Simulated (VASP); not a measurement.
# MgF2 (P4_2/mnm) in VASP: further runs, part 2 of 3

VASP 6.6.1. Earlier steps stand in the parts before.

## (3) Single point, r2SCAN (10.52 Å³/atom)

This run uses another cell than the first one, of 10.52 Å³/atom.

Input file POSCAR:

```
MgF2
1.0
    4.5753260370      0.0000000000      0.0000000000
    0.0000000000      4.5753260370      0.0000000000
    0.0000000000      0.0000000000      3.0153406361
Mg F
2 4
Direct
    0.0000000000      0.0000000000      0.0000000000
    0.5000000000      0.5000000000      0.5000000000
    0.3029506050      0.3029506050      0.0000000000
    0.1970493950      0.8029506050      0.5000000000
    0.6970493950      0.6970493950      0.0000000000
    0.8029506050      0.1970493950      0.5000000000
```

Input file INCAR.step1:

```
PREC = Accurate ; ENCUT = 660
ISMEAR = 0 ; SIGMA = 0.01
LREAL = F ; LASPH = T
NELM = 120 ; NBANDS = 25
GGA = PE ; ALGO = Normal
EDIFF = 1E-5 ; LWAVE = T
LCHARG = F ; GGA_COMPAT = F
```

Input file INCAR.step2:

```
PREC = Accurate ; ENCUT = 660
EDIFF = 1E-6 ; ISMEAR = 0
SIGMA = 0.01 ; LREAL = F
LASPH = T ; NELM = 120
ALGO = Normal ; ISIF = 2
LWAVE = F ; LCHARG = F
METAGGA = R2SCAN ; LMIXTAU = T
NBANDS = 25 ; ISTART = 1
GGA_COMPAT = F
```

Input file KPOINTS:

```
Automatic mesh
0
Gamma
  4 4 8
```

Potentials or basis: VASP PAW PBE potentials, release 64 (Mg, F).

The run is started by

```
cat potpaw_PBE.64/Mg/POTCAR potpaw_PBE.64/F/POTCAR > POTCAR
cp INCAR.step1 INCAR
mpirun -np 1 vasp_std > vasp.out
cp INCAR.step2 INCAR
mpirun -np 1 vasp_std > vasp.out
```

OUTCAR:

```text
PREC = Accurate
   ENCUT = 660
   EDIFF = 1E-6
   ISMEAR = 0
   LREAL = F
   LASPH = T
   NELM = 120
   ISIF = 2
   METAGGA = R2SCAN
   ISTART = 1

 ion  position               nearest neighbor table
   1  0.000  0.000  0.000-   3 1.96   5 1.96   4 1.97   6 1.97   4 1.97   6 1.97   2 3.57   2 3.57
                             2 3.57   2 3.57   2 3.57   2 3.57   2 3.57   2 3.57
   2  0.500  0.500  0.500-   4 1.96   6 1.96   5 1.97   3 1.97   3 1.97   5 1.97   1 3.57   1 3.57
                             1 3.57   1 3.57   1 3.57   1 3.57   1 3.57   1 3.57
   3  0.303  0.303  0.000-   1 1.96   2 1.97   2 1.97
   4  0.197  0.803  0.500-   2 1.96   1 1.97   1 1.97
   5  0.697  0.697  0.000-   1 1.96   2 1.97   2 1.97
   6  0.803  0.197  0.500-   2 1.96   1 1.97   1 1.97
[... 883 lines left out ...]
  Total        0.7407488      0.7407488      0.8790089      0.0000000      0.0000000      0.0000000
  in kB       18.8018716     18.8018716     22.3112239      0.0000000      0.0000000      0.0000000
  external PRESSURE =      19.9716557 kB  Pullay stress =       0.0000000 kB

 VOLUME and BASIS-vectors are now :
 -----------------------------------------------------------------------------
  energy-cutoff  :      660.00
  volume of cell :       63.12
      direct lattice vectors                 reciprocal lattice vectors
     4.575326037  0.000000000  0.000000000     0.218563659  0.000000000  0.000000000
     0.000000000  4.575326037  0.000000000     0.000000000  0.218563659  0.000000000
     0.000000000  0.000000000  3.015340636     0.000000000  0.000000000  0.331637490

 POSITION                                       TOTAL-FORCE (eV/Angst)
 -----------------------------------------------------------------------------------
      0.00000      0.00000      0.00000         0.000000      0.000000      0.000000
      2.28766      2.28766      1.50767         0.000000      0.000000      0.000000
      1.38610      1.38610      0.00000        -0.029375     -0.029375      0.000000
      0.90157      3.67376      1.50767         0.029375     -0.029375      0.000000
      3.18923      3.18923      0.00000         0.029375      0.029375     -0.000000
      3.67376      0.90157      1.50767        -0.029375      0.029375     -0.000000
 -----------------------------------------------------------------------------------
    total drift:                                0.000000     -0.000000     -0.000000

  FREE ENERGIE OF THE ION-ELECTRON SYSTEM (eV)
  ---------------------------------------------------
  free  energy   TOTEN  =       -43.8482553486 eV

  energy  without entropy=      -43.8482553486  energy(sigma->0) =      -43.84825535
```

OUTCAR.step1:

```text
PREC = Accurate
   ENCUT = 660
   ISMEAR = 0
   LREAL = F
[... 914 lines left out ...]
      1.38610      1.38610      0.00000        -0.053001     -0.053001     -0.000000
      0.90157      3.67376      1.50767         0.053001     -0.053001      0.000000
      3.18923      3.18923      0.00000         0.053001      0.053001      0.000000
      3.67376      0.90157      1.50767        -0.053001      0.053001      0.000000
 -----------------------------------------------------------------------------------
    total drift:                                0.000000     -0.000000     -0.000000

  FREE ENERGIE OF THE ION-ELECTRON SYSTEM (eV)
  ---------------------------------------------------
  free  energy   TOTEN  =       -31.4486952319 eV

  energy  without entropy=      -31.4486952319  energy(sigma->0) =      -31.44869523
```

OSZICAR.step1:

```text
N       E                     dE             d eps       ncg     rms          rms(c)
DAV:   1     0.199510873919E+03    0.19951E+03   -0.20495E+04  1540   0.147E+03
DAV:   2    -0.239968383288E+02   -0.22351E+03   -0.21557E+03  1850   0.316E+02
DAV:   3    -0.339596450385E+02   -0.99628E+01   -0.99362E+01  1912   0.629E+01
DAV:   4    -0.340180984336E+02   -0.58453E-01   -0.58443E-01  1653   0.541E+00
DAV:   5    -0.340183911840E+02   -0.29275E-03   -0.29274E-03  1861   0.380E-01    0.101E+01
DAV:   6    -0.313990773498E+02    0.26193E+01   -0.79850E+00  1724   0.205E+01    0.296E+00
DAV:   7    -0.314183613571E+02   -0.19284E-01   -0.94446E-02  1558   0.202E+00    0.191E+00
DAV:   8    -0.314481183437E+02   -0.29757E-01   -0.55137E-02  1551   0.233E+00    0.213E-01
DAV:   9    -0.314481660960E+02   -0.47752E-04   -0.11688E-03  1933   0.247E-01    0.833E-02
DAV:  10    -0.314486970868E+02   -0.53099E-03   -0.54478E-04  1563   0.167E-01    0.214E-02
DAV:  11    -0.314486952319E+02    0.18548E-05   -0.99176E-06  1400   0.278E-02
   1 F= -.31448695E+02 E0= -.31448695E+02  d E =-.153949E-53
```

Run time: 1.7 min. Hardware: 1 thread of Intel Xeon 6975P-C (Granite Rapids), shared host; peak memory 0.24 GiB.

Results:

| Property | Result |
| --- | --- |
| Free energy | -43.8483 eV |
| Pressure | 2.0 GPa |
| Largest force | 0.042 eV/Å |
| Band gap on the k mesh | 8.26 eV |

Forces in eV/Å, atoms in the order of the input:
```
Mg   0.000  0.000  0.000
Mg   0.000  0.000  0.000
F   -0.029 -0.029  0.000
F    0.029 -0.029  0.000
F    0.029  0.029  0.000
F   -0.029  0.029  0.000
```

Stress tensor (GPa, compression positive):
```
1.88 0.00 0.00
0.00 1.88 0.00
0.00 0.00 2.23
```

Levels at points of the mesh, in eV from the valence-band top:
```tsv
k point	band 14	band 15	band 16	band 17	band 18	band 19
(0.00, 0.00, 0.00)	-0.33	-0.33	0.00	8.26	13.50	13.50
(0.50, 0.00, 0.00)	-1.00	-0.40	-0.40	10.73	10.73	14.79
(0.50, 0.50, 0.00)	-0.97	-0.83	-0.83	12.45	12.45	12.67
(0.00, 0.00, 0.50)	-1.22	-0.90	-0.90	13.15	13.15	16.31
(0.50, 0.00, 0.50)	-0.76	-0.71	-0.71	14.04	14.04	14.90
(0.50, 0.50, 0.50)	-0.65	-0.50	-0.50	14.46	14.46	14.91
```

Caveat: the PAW data sets were made with another functional, which shifts forces and pressure a little. A k mesh can miss the band edges.

## (4) Single point, r2SCAN

This run uses another cell than the first one, of 10.85 Å³/atom.

POSCAR, as its differences from that of step 3:

```diff
@@ -2,5 +2,5 @@
 1.0
-    4.5753260370      0.0000000000      0.0000000000
-    0.0000000000      4.5753260370      0.0000000000
-    0.0000000000      0.0000000000      3.0153406361
+    4.6220162621      0.0000000000      0.0000000000
+    0.0000000000      4.6220162621      0.0000000000
+    0.0000000000      0.0000000000      3.0461115434
 Mg F
```

Input file INCAR.step1:

```
PREC = Accurate
ENCUT = 660
ISMEAR = 0
SIGMA = 0.01
LREAL = False
LASPH = True
NELM = 120
NBANDS = 25
GGA = PE
ALGO = Normal
EDIFF = 1E-5
LWAVE = True
LCHARG = False
GGA_COMPAT = False
```

Input file INCAR.step2:

```
PREC = Accurate
ENCUT = 660
EDIFF = 1E-6
ISMEAR = 0
SIGMA = 0.01
LREAL = False
LASPH = True
NELM = 120
ALGO = Normal
ISIF = 2
LWAVE = False
LCHARG = False
METAGGA = R2SCAN
LMIXTAU = True
NBANDS = 25
ISTART = 1
GGA_COMPAT = False
```

KPOINTS is that of step 3.

The run is started by

```
cat potpaw_PBE.64/Mg/POTCAR potpaw_PBE.64/F/POTCAR > POTCAR
cp INCAR.step1 INCAR
mpirun -np 1 vasp_std > vasp.out
cp INCAR.step2 INCAR
mpirun -np 1 vasp_std > vasp.out
```

Run time: 2.1 min. Hardware: 1 thread of Intel Xeon 6975P-C (Granite Rapids), shared host; peak memory 0.24 GiB.

It converged, with:

* Free energy: -43.8587 eV
* Pressure: -1.5 GPa
* Largest force: 0.007 eV/Å
* Band gap on the k mesh: 8.03 eV

Forces in eV/Å, atoms in the order of the input:
```
Mg   0.000  0.000  0.000
Mg   0.000  0.000  0.000
F    0.005  0.005  0.000
F   -0.005  0.005  0.000
F   -0.005 -0.005  0.000
F    0.005 -0.005  0.000
```

Stress tensor (GPa, compression positive):
```
-1.41  0.00  0.00
 0.00 -1.41  0.00
 0.00  0.00 -1.55
```

Levels at points of the mesh, in eV from the valence-band top:
| k point | band 14 | band 15 | band 16 | band 17 | band 18 | band 19 |
| --- | --- | --- | --- | --- | --- | --- |
| (0.00, 0.00, 0.00) | -0.32 | -0.32 | 0.00 | 8.03 | 13.27 | 13.27 |
| (0.50, 0.00, 0.00) | -0.98 | -0.38 | -0.38 | 10.47 | 10.47 | 14.56 |
| (0.50, 0.50, 0.00) | -0.95 | -0.79 | -0.79 | 12.23 | 12.23 | 12.33 |
| (0.00, 0.00, 0.50) | -1.16 | -0.86 | -0.86 | 12.88 | 12.88 | 16.07 |
| (0.50, 0.00, 0.50) | -0.74 | -0.68 | -0.68 | 13.79 | 13.79 | 14.59 |
| (0.50, 0.50, 0.50) | -0.62 | -0.48 | -0.48 | 14.28 | 14.28 | 14.55 |

Caveat: the PAW data sets were made with another functional, which shifts forces and pressure a little. r2SCAN opens gaps a little over a GGA but as a rule still falls short of measured ones.

## (5) Single point, r2SCAN (11.17 Å³/atom)

This run uses another cell than the first one, of 11.17 Å³/atom.

POSCAR, as its differences from that of step 4:

```diff
@@ -2,5 +2,5 @@
 1.0
-    4.6220162621      0.0000000000      0.0000000000
-    0.0000000000      4.6220162621      0.0000000000
-    0.0000000000      0.0000000000      3.0461115434
+    4.6677817757      0.0000000000      0.0000000000
+    0.0000000000      4.6677817757      0.0000000000
+    0.0000000000      0.0000000000      3.0762730251
 Mg F
```

Input file INCAR.step1:

```
SYSTEM = MgF2
PREC = Accurate
ENCUT = 660
ISMEAR = 0
SIGMA = 0.01
LREAL = .FALSE.
LASPH = .TRUE.
NELM = 120
NBANDS = 25
GGA = PE
ALGO = Normal
EDIFF = 1E-5
LWAVE = .TRUE.
LCHARG = .FALSE.
GGA_COMPAT = .FALSE.
```

Input file INCAR.step2:

```
SYSTEM = MgF2
PREC = Accurate
ENCUT = 660
EDIFF = 1E-6
ISMEAR = 0
SIGMA = 0.01
LREAL = .FALSE.
LASPH = .TRUE.
NELM = 120
ALGO = Normal
ISIF = 2
LWAVE = .FALSE.
LCHARG = .FALSE.
METAGGA = R2SCAN
LMIXTAU = .TRUE.
NBANDS = 25
ISTART = 1
GGA_COMPAT = .FALSE.
```

Input file KPOINTS:

```
regular mesh
0
G
  4 4 8
  0 0 0
```

The run is started by

```
cat potpaw_PBE.64/Mg/POTCAR potpaw_PBE.64/F/POTCAR > POTCAR
cp INCAR.step1 INCAR
mpirun -np 1 vasp_std > vasp.out
cp INCAR.step2 INCAR
mpirun -np 1 vasp_std > vasp.out
```

Run time: 95 s. Hardware: 1 thread of Intel Xeon 6975P-C (Granite Rapids), shared host; peak memory 0.24 GiB.

Results (log left out):

| Property | Result |
| --- | --- |
| Free energy | -43.8300 eV |
| Pressure | -4.4 GPa |
| Largest force | 0.050 eV/Å |
| Band gap on the k mesh | 7.82 eV |

Forces on the atoms (eV/Å):
```
Mg   0.000  0.000  0.000
Mg   0.000  0.000  0.000
F    0.036  0.036  0.000
F   -0.036  0.036  0.000
F   -0.036 -0.036  0.000
F    0.036 -0.036  0.000
```

Stress tensor (GPa, compression positive):
```
-4.22  0.00  0.00
 0.00 -4.22  0.00
 0.00  0.00 -4.77
```

Levels at points of the mesh, in eV from the valence-band top:
```csv
k point,band 13,band 14,band 15,band 16,band 17,band 18,band 19,band 20
"(0.00, 0.00, 0.00)",-0.71,-0.32,-0.32,0.00,7.82,13.06,13.06,14.62
"(0.50, 0.00, 0.00)",-0.96,-0.96,-0.37,-0.37,10.23,10.23,14.33,14.33
"(0.50, 0.50, 0.00)",-0.92,-0.92,-0.75,-0.75,12.01,12.01,12.01,12.01
"(0.00, 0.00, 0.50)",-1.10,-1.10,-0.83,-0.83,12.62,12.62,15.85,15.85
"(0.50, 0.00, 0.50)",-0.71,-0.71,-0.65,-0.65,13.55,13.55,14.28,14.28
"(0.50, 0.50, 0.50)",-0.60,-0.60,-0.47,-0.47,14.11,14.11,14.21,14.21
```

Caveat: the cell stands under tension; the PAW data sets were made with another functional, which shifts forces and pressure a little. r2SCAN opens gaps a little over a GGA but as a rule still falls short of measured ones.

(Continued in part 3 of 3.)
